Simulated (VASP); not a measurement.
# B4Ru (P4/mmm) in VASP: single point with PBE

Aim: the single point of B4Ru with PBE.

Everything below comes from runs of VASP 6.6.1. Logs are shortened: lines on timing, memory, paths and dates and some standing lists are left out, and cuts for length are marked.

### Step 1. The cell of the first run

It takes space group P4/mmm (No. 123, tetragonal). The conventional cell has a = 2.946 Å, b = 2.946 Å, c = 7.337 Å, α = 90.00°, β = 90.00°, γ = 90.00°. Within 2.1 Å of B (site symmetry 4mm) lie 1 B at 1.59 Å and 1 Ru at 2.07 Å. B (site symmetry 4/mmm) has 4 Ru at 2.08 Å within 2.8 Å. Within 2.1 Å of B (site symmetry 4/mmm) lie 2 B at 1.59 Å. Within 2.7 Å of Ru (site symmetry 4/mmm) lie 6 B at 2.07 to 2.08 Å.

### Step 2. Single point, PBE

Contents of POSCAR:

```
B4Ru
1.0
    2.9462255319      0.0000000000      0.0000000000
    0.0000000000      2.9462255319      0.0000000000
    0.0000000000      0.0000000000      7.3373874367
B Ru
4 1
Direct
    0.5000000000      0.5000000000      0.2826787654
    0.5000000000      0.5000000000      0.7173212346
    0.0000000000      0.0000000000      0.0000000000
    0.5000000000      0.5000000000      0.5000000000
    0.5000000000      0.5000000000      0.0000000000
```

Contents of INCAR.step1:

```
ALGO = Normal ; EDIFF = 1E-6
ENCUT = 420 ; GGA = PE
GGA_COMPAT = F ; ISIF = 2
ISMEAR = 0 ; LASPH = T
LCHARG = T ; LMAXMIX = 4
LORBIT = 11 ; LREAL = F
LWAVE = F ; NBANDS = 21
NEDOS = 2001 ; NELM = 120
PREC = Accurate ; SIGMA = 0.1
```

Contents of KPOINTS.step1:

```
k-points
0
Gamma
  12 12 6
```

Contents of INCAR.step2:

```
ALGO = Normal ; EDIFF = 1E-6
ENCUT = 420 ; GGA = PE
GGA_COMPAT = F ; ICHARG = 11
ISIF = 2 ; ISMEAR = -5
LASPH = T ; LCHARG = F
LMAXMIX = 4 ; LORBIT = 11
LREAL = F ; LWAVE = F
NBANDS = 21 ; NEDOS = 2001
NELM = 120 ; PREC = Accurate
SIGMA = 0.1
```

Contents of KPOINTS.step2:

```
k-points
0
Gamma
  18 18 9
```

Potentials or basis: VASP PAW PBE potentials, release 64 (B, Ru_pv).

The run is started by

```sh
> cat potpaw_PBE.64/B/POTCAR potpaw_PBE.64/Ru_pv/POTCAR > POTCAR
> cp INCAR.step1 INCAR
> cp KPOINTS.step1 KPOINTS
> mpirun -np 1 vasp_std > vasp.out
> cp INCAR.step2 INCAR
> cp KPOINTS.step2 KPOINTS
> mpirun -np 1 vasp_std > vasp.out
```

OUTCAR:

```text
EDIFF = 1E-6
   ENCUT = 420
   GGA = PE
   ICHARG = 11
   ISIF = 2
   ISMEAR = -5
   LASPH = T
   LORBIT = 11
   LREAL = F
   NELM = 120
   PREC = Accurate

 ion  position               nearest neighbor table
   1  0.500  0.500  0.283-   4 1.59   5 2.07
   2  0.500  0.500  0.717-   4 1.59   5 2.07
   3  0.000  0.000  0.000-   5 2.08   5 2.08   5 2.08   5 2.08
   4  0.500  0.500  0.500-   1 1.59   2 1.59
   5  0.500  0.500  0.000-   1 2.07   2 2.07   3 2.08   3 2.08   3 2.08   3 2.08

  LATTYP: Found a simple tetragonal cell.
 ALAT       =     2.9462255319
 C/A-ratio  =     2.4904364439

  Lattice vectors:

 A1 = (   2.9462255319,   0.0000000000,   0.0000000000)
 A2 = (   0.0000000000,   2.9462255319,   0.0000000000)
 A3 = (   0.0000000000,   0.0000000000,   7.3373874367)

Analysis of symmetry for initial positions (statically):
=====================================================================
 Subroutine PRICEL returns:
 Original cell was already a primitive cell.

 Routine SETGRP: Setting up the symmetry group for a
 simple tetragonal supercell.

 Subroutine GETGRP returns: Found 16 space group operations
 (whereof 16 operations were pure point group operations)
 out of a pool of 16 trial point group operations.

The static configuration has the point symmetry D_4h.

Analysis of symmetry for dynamics (positions and initial velocities):
=====================================================================
 Subroutine PRICEL returns:
 Original cell was already a primitive cell.

 Routine SETGRP: Setting up the symmetry group for a
 simple tetragonal supercell.

 Subroutine GETGRP returns: Found 16 space group operations
 (whereof 16 operations were pure point group operations)
 out of a pool of 16 trial point group operations.

The dynamic configuration has the point symmetry D_4h.

 Subroutine INISYM returns: Found 16 space group operations
 (whereof 16 operations are pure point group operations),
 and found     1 'primitive' translations

----------------------------------------------------------------------------------------

                                     Primitive cell

  volume of cell :      63.6903

  direct lattice vectors                    reciprocal lattice vectors
     2.946225532  0.000000000  0.000000000     0.339417329  0.000000000  0.000000000
     0.000000000  2.946225532  0.000000000     0.000000000  0.339417329  0.000000000
     0.000000000  0.000000000  7.337387437     0.000000000  0.000000000  0.136288292

  length of vectors
     2.946225532  2.946225532  7.337387437     0.339417329  0.339417329  0.136288292

  position of ions in fractional coordinates (direct lattice)
     0.500000000  0.500000000  0.282678765
     0.500000000  0.500000000  0.717321235
     0.000000000  0.000000000  0.000000000
     0.500000000  0.500000000  0.500000000
     0.500000000  0.500000000  0.000000000

  ion indices of the primitive-cell ions
   primitive index   ion index
                 1           1
                 2           2
                 3           3
                 4           4
                 5           5

----------------------------------------------------------------------------------------

 KPOINTS: k-points

Automatic generation of k-mesh.
 Grid dimensions read from file:
 generate k-points for:   18   18    9

 Generating k-lattice:

  Cartesian coordinates                     Fractional coordinates (reciprocal lattice)
     0.018856518  0.000000000  0.000000000     0.055555556  0.000000000  0.000000000
     0.000000000  0.018856518  0.000000000     0.000000000  0.055555556  0.000000000
     0.000000000  0.000000000  0.015143144     0.000000000  0.000000000  0.111111111

  Length of vectors
     0.018856518  0.018856518  0.015143144

  Shift w.r.t. Gamma in fractional coordinates (k-lattice)
     0.000000000  0.000000000  0.000000000

 TETIRR: Found   4383 inequivalent tetrahedra from    17496

 Subroutine IBZKPT returns following result:
 ===========================================

 Found    275 irreducible k-points:

 Following reciprocal coordinates:
            Coordinates               Weight
  0.000000  0.000000  0.000000      1.000000
  0.055556  0.000000  0.000000      4.000000
  0.111111  0.000000  0.000000      4.000000
  0.166667  0.000000  0.000000      4.000000
  0.222222  0.000000  0.000000      4.000000
  0.277778  0.000000  0.000000      4.000000
[... 16 lines left out ...]
  0.277778  0.111111  0.000000      8.000000
  0.333333  0.111111  0.000000      8.000000
 [... further k-points ...]
   k-points           NKPTS =    275   k-points in BZ     NKDIM =    275   number of bands    NBANDS=     21
   number of dos      NEDOS =   2001   number of ions     NIONS =      5
   total plane-waves  NPLWV =  20000
   dimension x,y,z NGX =    20 NGY =   20 NGZ =   50
   dimension x,y,z NGXF=    40 NGYF=   40 NGZF=  100
   ions per type =               4   1
   NGX,Y,Z   is equivalent  to a cutoff of  11.29, 11.29, 11.33 a.u.
   NGXF,Y,Z  is equivalent  to a cutoff of  22.57, 22.57, 22.66 a.u.
 SYSTEM =  unknown system
   PREC   = accura    normal or accurate (medium, high low for compatibility)
   ISTART =      0    job   : 0-new  1-cont  2-samecut
   ICHARG =     11    charge: 1-file 2-atom 10-const
   ISPIN  =      1    spin polarized calculation?
   LNONCOLLINEAR =      F non collinear calculations
   LSORBIT =      F    spin-orbit coupling
   LASPH  =      T    aspherical Exc in radial PAW
   ENCUT  =  420.0 eV  30.87 Ry    5.56 a.u.   4.92  4.92 12.26*2*pi/ulx,y,z
   NELM   =    120;   NELMIN=  2; NELMDL=  0     # of ELM steps
   EDIFF  = 0.1E-05   stopping-criterion for ELM
   LREAL  =      F    real-space projection
   EDIFFG = 0.1E-04   stopping-criterion for IOM
   NSW    =      0    number of steps for IOM
   IBRION =     -1    ionic relax: 0-MD 1-quasi-New 2-CG
   NFREE  =      0    steps in history (QN), initial steepest desc. (CG)
   ISIF   =      2    stress and relaxation
   ISYM   =      2    0-nonsym 1-usesym 2-fastsym
   POTIM  = 0.5000    time-step for ionic-motion
   TEBEG  =    0.0;   TEEND  =   0.0 temperature during run
   PSTRESS=    0.0 pullay stress
   NELECT =      26.0000    total number of electrons
   NUPDOWN=      -1.0000    fix difference up-down
   EMIN   =  10.00;   EMAX   =-10.00  energy-range for DOS
   EFERMI =   0.00;   METHOD = LEGACY
   ISMEAR =    -5;   SIGMA  =   0.10  broadening in eV -4-tet -1-fermi 0-gaus
   EFERMI_NEDOS =   21; number of points for ismear=-14 and -15
   IALGO  =     38    algorithm
   IMIX   =      4    mixing-type and parameters
     AMIX     =   0.40;   BMIX     =  1.00
     AMIX_MAG =   1.60;   BMIX_MAG =  1.00
  volume/ion in A,a.u.               =      12.74        85.96
  Fermi-wavevector in a.u.,A,eV,Ry     =   1.214436  2.294952 20.066634  1.474856
  Thomas-Fermi vector in A             =   2.349856
   LORBIT       =     11    0 simple, 1 ext, 2 COOP (PROOUT), +10 PAW based schemes
   GGA     = PE    functional components
   LHFCALC =     F    Hartree Fock is set to
   AEXX    =    0.0000 exact exchange contribution
   IVDW    =     0    specifies the selected vdW correction
   LEPSILON=     F    determine dielectric tensor
   LRPA    =     F    only Hartree local field effects (RPA)
 non-spin polarized calculation
 Fermi weights with tetrahedron method with Bloechl corrections
  energy-cutoff  :      420.00
  volume of cell :       63.69
 maximum number of plane-waves:      1266
 NGX is ok and might be reduce to    20

 number of electron      26.0000000 magnetization

 Free energy of the ion-electron system (eV)
  ---------------------------------------------------
  ext. energy  EPLUGINS =         0.00000000
  ---------------------------------------------------
  free energy    TOTEN  =       -30.59344553 eV

  energy without entropy =      -30.59344553  energy(sigma->0) =      -30.59344553

 E-fermi :   4.3183     XC(G=0): -10.3607

 val. band max:        4.3300993516   @ k =   0.2222   0.2222   0.2222
 cond. band min:       4.2210452973   @ k =   0.2222   0.2222   0.1111
 fundamental gap:     -0.1090540543
 Fermi energy:         4.3183226801

 k-point     1 :       0.0000    0.0000    0.0000
  band No.  band energies     occupation
      1     -39.0529      2.00000
      2     -39.0529      2.00000
      3     -38.6152      2.00000
      4      -6.4965      2.00000
      5      -5.0827      2.00000
      6      -3.6690      2.00000
[... 13 lines left out ...]
     20       9.4672      0.00000
     21      12.7879      0.00000

 k-point     2 :       0.0556    0.0000    0.0000
  band No.  band energies     occupation
      1     -39.0604      2.00000
      2     -39.0518      2.00000
      3     -38.6143      2.00000
      4      -6.4450      2.00000
      5      -5.0382      2.00000
      6      -3.6373      2.00000
[... 13 lines left out ...]
     20       9.4840      0.00000
     21      12.5352      0.00000

 k-point     3 :       0.1111    0.0000    0.0000
  band No.  band energies     occupation
      1     -39.0823      2.00000
      2     -39.0491      2.00000
      3     -38.6123      2.00000
      4      -6.2935      2.00000
      5      -4.9064      2.00000
      6      -3.5430      2.00000
[... 13 lines left out ...]
     20       9.5331      0.00000
     21      12.1386      0.00000
[... 457 lines left out ...]
 k-point    23 :       0.2778    0.1111    0.0000
  band No.  band energies     occupation
      1     -39.1967      2.00000
      2     -39.0643      2.00000
      3     -38.5981      2.00000
      4      -5.1764      2.00000
      5      -3.8891      2.00000
      6      -2.7976      2.00000
[... 13 lines left out ...]
     20      10.1134      0.00000
     21      11.0426      0.00000

 k-point    24 :       0.3333    0.1111    0.0000
  band No.  band energies     occupation
      1     -39.2371      2.00000
      2     -39.0593      2.00000
      3     -38.5941      2.00000
      4      -4.7709      2.00000
      5      -3.5224      2.00000
      6      -2.5033      2.00000
[... 13 lines left out ...]
     20      10.6679      0.00000
     21      11.1862      0.00000

 [... further k-points ...]

------------------------ aborting loop because EDIFF is reached ----------------------------------------

  FORCE on cell =-STRESS in cart. coord.  units (eV):
  Direction    XX          YY          ZZ          XY          YZ          ZX
  --------------------------------------------------------------------------------------
  -------------------------------------------------------------------------------------
  Total       -0.0067892     -0.0067892     -0.1910703      0.0000000     -0.0000000     -0.0000000
  in kB       -0.1707884     -0.1707884     -4.8065148      0.0000000     -0.0000000     -0.0000000
  external PRESSURE =      -1.7160306 kB  Pullay stress =       0.0000000 kB

 VOLUME and BASIS-vectors are now :
 -----------------------------------------------------------------------------
  energy-cutoff  :      420.00
  volume of cell :       63.69
      direct lattice vectors                 reciprocal lattice vectors
     2.946225532  0.000000000  0.000000000     0.339417329  0.000000000  0.000000000
     0.000000000  2.946225532  0.000000000     0.000000000  0.339417329  0.000000000
     0.000000000  0.000000000  7.337387437     0.000000000  0.000000000  0.136288292

 POSITION                                       TOTAL-FORCE (eV/Angst)
 -----------------------------------------------------------------------------------
      1.47311      1.47311      2.07412         0.000000      0.000000     -0.013511
      1.47311      1.47311      5.26326        -0.000000      0.000000      0.013511
      0.00000      0.00000      0.00000         0.000000     -0.000000     -0.000000
      1.47311      1.47311      3.66869         0.000000     -0.000000     -0.000000
      1.47311      1.47311      0.00000         0.000000     -0.000000     -0.000000
 -----------------------------------------------------------------------------------
    total drift:                                0.000000     -0.000000     -0.000000

  FREE ENERGIE OF THE ION-ELECTRON SYSTEM (eV)
  ---------------------------------------------------
  free  energy   TOTEN  =       -30.5934455253 eV

  energy  without entropy=      -30.5934455253  energy(sigma->0) =      -30.59344553

 total charge

# of ion       s       p       d       tot
------------------------------------------
    1        0.800   0.908   0.000   1.707
    2        0.800   0.908   0.000   1.707
    3        0.778   0.973   0.000   1.751
    4        0.784   1.073   0.000   1.857
    5        0.415   6.464   6.151  13.030
--------------------------------------------------
tot          3.576  10.325   6.151  20.053
```

Run time: 3.7 min. Hardware: 1 thread of AMD EPYC 7R43 (Zen 3), shared host; peak memory 0.3 GiB.

What came out:

- Valence electrons inside the program's atomic spheres: B 1.71, 1.75, 1.86 (each value once); Ru 13.03

Levels at points of the mesh, in eV from the Fermi level:
| k point | band 10 | band 11 | band 12 | band 13 | band 14 | band 15 | band 16 | band 17 |
| --- | --- | --- | --- | --- | --- | --- | --- | --- |
| (0.00, 0.00, 0.00) | -1.66 | -1.60 | -1.60 | 1.45 | 1.45 | 2.60 | 2.60 | 3.30 |
| (0.50, 0.00, 0.00) | -4.96 | -3.15 | -1.28 | -0.94 | 0.53 | 0.64 | 2.76 | 3.84 |
| (0.50, 0.50, 0.00) | -2.94 | -2.94 | -1.07 | -1.07 | 0.19 | 0.49 | 0.98 | 1.76 |
